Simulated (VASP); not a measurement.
# Al2O3 (P-3m1) in VASP: further runs, part 2 of 2

VASP 6.6.1. Earlier steps stand in the parts before.

## (4) Single point, PBEsol (strain -0.080 along x and y, +0.000 along z)

INCAR

```
PREC     = Accurate       # precision mode
ENCUT    = 520            # plane-wave cutoff, eV
EDIFF    = 1E-7           # SCF threshold, eV
ISMEAR   = 0              # smearing method
SIGMA    = 0.05           # smearing width, eV
LREAL    = F              # projectors in reciprocal space
LASPH    = T              # aspherical terms in the spheres
NELM     = 100            # most SCF steps
ALGO     = Normal         # electronic algorithm
ISIF     = 2              # what is computed and relaxed
LWAVE    = F              # write WAVECAR
LCHARG   = F              # write CHGCAR
GGA      = PS             # functional
NBANDS   = 20             # bands
```

KPOINTS

```
Automatic mesh
0
Gamma
  12 12 4
```

POSCAR

```
Al2O3
1.0
    2.7760839405      0.0000000000      0.0000000000
   -1.3880419702      2.4041592155      0.0000000000
    0.0000000000      0.0000000000      7.5746360022
Al O
2 3
Direct
    0.0000000000      0.0000000000      0.2779510000
    0.0000000000      0.0000000000      0.7220490000
    0.3333333333      0.6666666667      0.1994540000
    0.6666666667      0.3333333333      0.8005460000
    0.0000000000      0.0000000000      0.5000000000
```

Potentials or basis: VASP PAW PBE potentials, release 64 (Al, O).

Run with:

```
$ cat potpaw_PBE.64/Al/POTCAR potpaw_PBE.64/O/POTCAR > POTCAR
$ mpirun -np 1 vasp_std > vasp.out
```

OUTCAR:

```text
PREC = Accurate
   ENCUT = 520
   EDIFF = 1E-7
   ISMEAR = 0
   LREAL = F
   LASPH = T
   NELM = 100
   ISIF = 2
   GGA = PS

 ion  position               nearest neighbor table
   1  0.000  0.000  0.278-   5 1.68   3 1.71   3 1.71   3 1.71   2 3.36
   2  0.000  0.000  0.722-   5 1.68   4 1.71   4 1.71   4 1.71   1 3.36
   3  0.333  0.667  0.199-   1 1.71   1 1.71   1 1.71
   4  0.667  0.333  0.801-   2 1.71   2 1.71   2 1.71
   5  0.000  0.000  0.500-   1 1.68   2 1.68

  LATTYP: Found a hexagonal cell.
 ALAT       =     2.7760839405
 C/A-ratio  =     2.7285327694

  Lattice vectors:

 A1 = (   2.7760839405,   0.0000000000,   0.0000000000)
 A2 = (  -1.3880419702,   2.4041592155,   0.0000000000)
 A3 = (   0.0000000000,   0.0000000000,   7.5746360022)

Analysis of symmetry for initial positions (statically):
=====================================================================
 Subroutine PRICEL returns:
 Original cell was already a primitive cell.

 Routine SETGRP: Setting up the symmetry group for a
 hexagonal supercell.

 Subroutine GETGRP returns: Found 12 space group operations
 (whereof 12 operations were pure point group operations)
 out of a pool of 24 trial point group operations.

The static configuration has the point symmetry D_3d.

Analysis of symmetry for dynamics (positions and initial velocities):
=====================================================================
 Subroutine PRICEL returns:
 Original cell was already a primitive cell.

 Routine SETGRP: Setting up the symmetry group for a
 hexagonal supercell.

 Subroutine GETGRP returns: Found 12 space group operations
 (whereof 12 operations were pure point group operations)
 out of a pool of 24 trial point group operations.

The dynamic configuration has the point symmetry D_3d.

 Subroutine INISYM returns: Found 12 space group operations
 (whereof 12 operations are pure point group operations),
 and found     1 'primitive' translations

----------------------------------------------------------------------------------------

                                     Primitive cell

  volume of cell :      50.5542

  direct lattice vectors                    reciprocal lattice vectors
     2.776083940  0.000000000  0.000000000     0.360219655  0.207972915  0.000000000
    -1.388041970  2.404159216  0.000000000     0.000000000  0.415945830  0.000000000
     0.000000000  0.000000000  7.574636002     0.000000000  0.000000000  0.132019545

  length of vectors
     2.776083940  2.776083940  7.574636002     0.415945830  0.415945830  0.132019545

  position of ions in fractional coordinates (direct lattice)
     0.000000000  0.000000000  0.277951000
     0.000000000  0.000000000  0.722049000
     0.333333333  0.666666667  0.199454000
     0.666666667  0.333333333  0.800546000
     0.000000000  0.000000000  0.500000000

  ion indices of the primitive-cell ions
   primitive index   ion index
                 1           1
                 2           2
                 3           3
                 4           4
                 5           5

----------------------------------------------------------------------------------------

 KPOINTS: Automatic mesh

Automatic generation of k-mesh.
 Grid dimensions read from file:
 generate k-points for:   12   12    4

 Generating k-lattice:

  Cartesian coordinates                     Fractional coordinates (reciprocal lattice)
     0.030018305  0.017331076  0.000000000     0.083333333  0.000000000  0.000000000
     0.000000000  0.034662152  0.000000000     0.000000000  0.083333333  0.000000000
     0.000000000  0.000000000  0.033004886     0.000000000  0.000000000  0.250000000

  Length of vectors
     0.034662152  0.034662152  0.033004886

  Shift w.r.t. Gamma in fractional coordinates (k-lattice)
     0.000000000  0.000000000  0.000000000

 Subroutine IBZKPT returns following result:
 ===========================================

 Found     69 irreducible k-points:

 Following reciprocal coordinates:
            Coordinates               Weight
  0.000000  0.000000  0.000000      1.000000
  0.083333  0.000000  0.000000      6.000000
  0.166667  0.000000  0.000000      6.000000
  0.250000  0.000000  0.000000      6.000000
  0.333333  0.000000  0.000000      6.000000
  0.416667  0.000000  0.000000      6.000000
[... 16 lines left out ...]
  0.166667  0.000000  0.250000      6.000000
  0.000000  0.166667  0.250000      6.000000
 [... further k-points ...]
   k-points           NKPTS =     69   k-points in BZ     NKDIM =     69   number of bands    NBANDS=     20
   number of dos      NEDOS =    301   number of ions     NIONS =      5
   total plane-waves  NPLWV =  32256
   dimension x,y,z NGX =    24 NGY =   24 NGZ =   56
   dimension x,y,z NGXF=    48 NGYF=   48 NGZF=  112
   ions per type =               2   3
   NGX,Y,Z   is equivalent  to a cutoff of  14.37, 14.37, 12.29 a.u.
   NGXF,Y,Z  is equivalent  to a cutoff of  28.74, 28.74, 24.58 a.u.
 SYSTEM =  unknown system
   PREC   = accura    normal or accurate (medium, high low for compatibility)
   ISTART =      0    job   : 0-new  1-cont  2-samecut
   ICHARG =      2    charge: 1-file 2-atom 10-const
   ISPIN  =      1    spin polarized calculation?
   LNONCOLLINEAR =      F non collinear calculations
   LSORBIT =      F    spin-orbit coupling
   LASPH  =      T    aspherical Exc in radial PAW
   ENCUT  =  520.0 eV  38.22 Ry    6.18 a.u.   5.16  5.16 14.08*2*pi/ulx,y,z
   NELM   =    100;   NELMIN=  2; NELMDL= -5     # of ELM steps
   EDIFF  = 0.1E-06   stopping-criterion for ELM
   LREAL  =      F    real-space projection
   EDIFFG = 0.1E-05   stopping-criterion for IOM
   NSW    =      0    number of steps for IOM
   IBRION =     -1    ionic relax: 0-MD 1-quasi-New 2-CG
   NFREE  =      0    steps in history (QN), initial steepest desc. (CG)
   ISIF   =      2    stress and relaxation
   ISYM   =      2    0-nonsym 1-usesym 2-fastsym
   POTIM  = 0.5000    time-step for ionic-motion
   TEBEG  =    0.0;   TEEND  =   0.0 temperature during run
   PSTRESS=    0.0 pullay stress
   NELECT =      24.0000    total number of electrons
   NUPDOWN=      -1.0000    fix difference up-down
   EMIN   =  10.00;   EMAX   =-10.00  energy-range for DOS
   EFERMI =   0.00;   METHOD = LEGACY
   ISMEAR =     0;   SIGMA  =   0.05  broadening in eV -4-tet -1-fermi 0-gaus
   EFERMI_NEDOS =   21; number of points for ismear=-14 and -15
   IALGO  =     38    algorithm
   IMIX   =      4    mixing-type and parameters
     AMIX     =   0.40;   BMIX     =  1.00
     AMIX_MAG =   1.60;   BMIX_MAG =  1.00
  volume/ion in A,a.u.               =      10.11        68.23
  Fermi-wavevector in a.u.,A,eV,Ry     =   1.277103  2.413375 22.191007  1.630993
  Thomas-Fermi vector in A             =   2.409722
   LORBIT       =      0    0 simple, 1 ext, 2 COOP (PROOUT), +10 PAW based schemes
   GGA     = PS    functional components
   LHFCALC =     F    Hartree Fock is set to
   AEXX    =    0.0000 exact exchange contribution
   IVDW    =     0    specifies the selected vdW correction
   LEPSILON=     F    determine dielectric tensor
   LRPA    =     F    only Hartree local field effects (RPA)
 non-spin polarized calculation
 Gauss-broadening in eV      SIGMA  =   0.05
  energy-cutoff  :      520.00
  volume of cell :       50.55
 maximum number of plane-waves:      1373
 NGX is ok and might be reduce to    24
   NGX = 11   NGY = 11   NGZ = 29

 number of electron      24.0000005 magnetization

 Free energy of the ion-electron system (eV)
  ---------------------------------------------------
  ext. energy  EPLUGINS =         0.00000000
  ---------------------------------------------------
  free energy    TOTEN  =       -36.70251067 eV

  energy without entropy =      -36.70251067  energy(sigma->0) =      -36.70251067

 E-fermi :   6.5015     XC(G=0): -10.6708

 val. band max:        6.1853913401   @ k =   0.0000   0.0000   0.0000
 cond. band min:       8.6161940242   @ k =   0.0000   0.0000   0.0000
 fundamental gap:      2.4308026842
 Fermi energy:         6.5014776379

 k-point     1 :       0.0000    0.0000    0.0000
  band No.  band energies     occupation
      1     -15.7532      2.00000
      2     -15.5841      2.00000
      3     -11.6175      2.00000
      4      -1.3459      2.00000
      5      -0.4665      2.00000
      6       0.9952      2.00000
[... 12 lines left out ...]
     19      19.3357      0.00000
[... 513 lines left out ...]
      4      -1.2830      2.00000
      5      -0.3738      2.00000
      6      -0.1399      2.00000
[... 12 lines left out ...]
     19      18.6683      0.00000
     20      20.0402      0.00000

 [... further k-points ...]
[... 5 lines left out ...]
  --------------------------------------------------------------------------------------
  -------------------------------------------------------------------------------------
  Total       14.7534774     14.7534774      0.8356185      0.0000000      0.0000000     -0.0000000
  in kB      467.5708099    467.5708099     26.4826242      0.0000000      0.0000000     -0.0000000
  external PRESSURE =     320.5414147 kB  Pullay stress =       0.0000000 kB

 VOLUME and BASIS-vectors are now :
 -----------------------------------------------------------------------------
  energy-cutoff  :      520.00
  volume of cell :       50.55
      direct lattice vectors                 reciprocal lattice vectors
     2.776083940  0.000000000  0.000000000     0.360219655  0.207972915  0.000000000
    -1.388041970  2.404159216  0.000000000     0.000000000  0.415945830  0.000000000
     0.000000000  0.000000000  7.574636002     0.000000000  0.000000000  0.132019545

 POSITION                                       TOTAL-FORCE (eV/Angst)
 -----------------------------------------------------------------------------------
      0.00000      0.00000      2.10538        -0.000000     -0.000000      2.276954
      0.00000      0.00000      5.46926         0.000000      0.000000     -2.276954
     -0.00000      1.60277      1.51079        -0.000000      0.000000     -1.804241
      1.38804      0.80139      6.06384         0.000000      0.000000      1.804241
      0.00000      0.00000      3.78732        -0.000000      0.000000      0.000000
 -----------------------------------------------------------------------------------
    total drift:                                0.000000      0.000000      0.000000

  FREE ENERGIE OF THE ION-ELECTRON SYSTEM (eV)
  ---------------------------------------------------
  free  energy   TOTEN  =       -36.7025106711 eV

  energy  without entropy=      -36.7025106711  energy(sigma->0) =      -36.70251067
```

Run time: 28 s. Hardware: 1 thread of Intel Xeon 6975P-C (Granite Rapids), shared host; peak memory 0.2 GiB.

Results:

```yaml
Free_energy: -36.7025 eV
Pressure: 32.1 GPa
Largest_force: 2.277 eV/Å
Band_gap_on_the_k_mesh: 2.43 eV, direct
```

Forces on the atoms (eV/Å):
```
Al   0.000  0.000  2.277
Al   0.000  0.000 -2.277
O    0.000  0.000 -1.804
O    0.000  0.000  1.804
O    0.000  0.000  0.000
```

Caveat: the cell differs from its parent crystal (strain -0.080 along x and y, +0.000 along z); the PAW data sets were made with another functional, which shifts forces and pressure a little. A k mesh can miss the band edges.

## (5) Overview

| cell | gap on the mesh (eV) | pressure (GPa) | largest force (eV/Å) |
| --- | --- | --- | --- |
| a = 2.776, b = 2.776, c = 6.969 Å, angles 90.0, 90.0, 120.0°, 5 atoms | 4.09 | 61.6 | 3.06 |
| a = 2.776, b = 2.776, c = 7.272 Å, angles 90.0, 90.0, 120.0°, 5 atoms | 3.25 | 44.7 | 2.22 |
| a = 2.776, b = 2.776, c = 7.575 Å, angles 90.0, 90.0, 120.0°, 5 atoms | 2.43 | 32.1 | 2.28 |

Alike in all rows: task single point; level PBEsol; potentials or basis VASP PAW PBE potentials, release 64 (Al, O); no spin polarisation; k mesh 12 × 12 × 4; cutoff (eV) 520; smearing gaussian 0.05 eV.

Caveats: the PAW data sets were made with another functional, which shifts forces and pressure a little.

Absolute energies hang on the potentials; compare differences alone.
